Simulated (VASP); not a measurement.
Runs of VASP 6.6.1 on TiH. The structure is that of space group Fm-3m (No. 225), or close to it. The cells are those of the table. 

| cell | gap on the mesh (eV) | pressure (GPa) |
| --- | --- | --- |
| a = 2.965 Å, angles 60.0°, 2 atoms | none | -9.2 |
| a = 2.905 Å, angles 60.0°, 2 atoms | none | -0.6 |
| a = 2.935 Å, angles 60.0°, 2 atoms | none | -5.3 |
| a = 3.023 Å, angles 60.0°, 2 atoms | none | (a) |
| a = 2.994 Å, angles 60.0°, 2 atoms | none | (b) |

Alike in all rows: task single point; level LDA; potentials or basis VASP PAW LDA potentials, release 64 (Ti_sv, H); no spin polarisation; k mesh 9 × 9 × 9; cutoff (eV) 520; smearing gaussian 0.1 eV.

Q: Estimate the missing entries.

A: (a) -15.6; (b) -12.6.

A gap of «none» marks levels without a gap at the run's occupations.
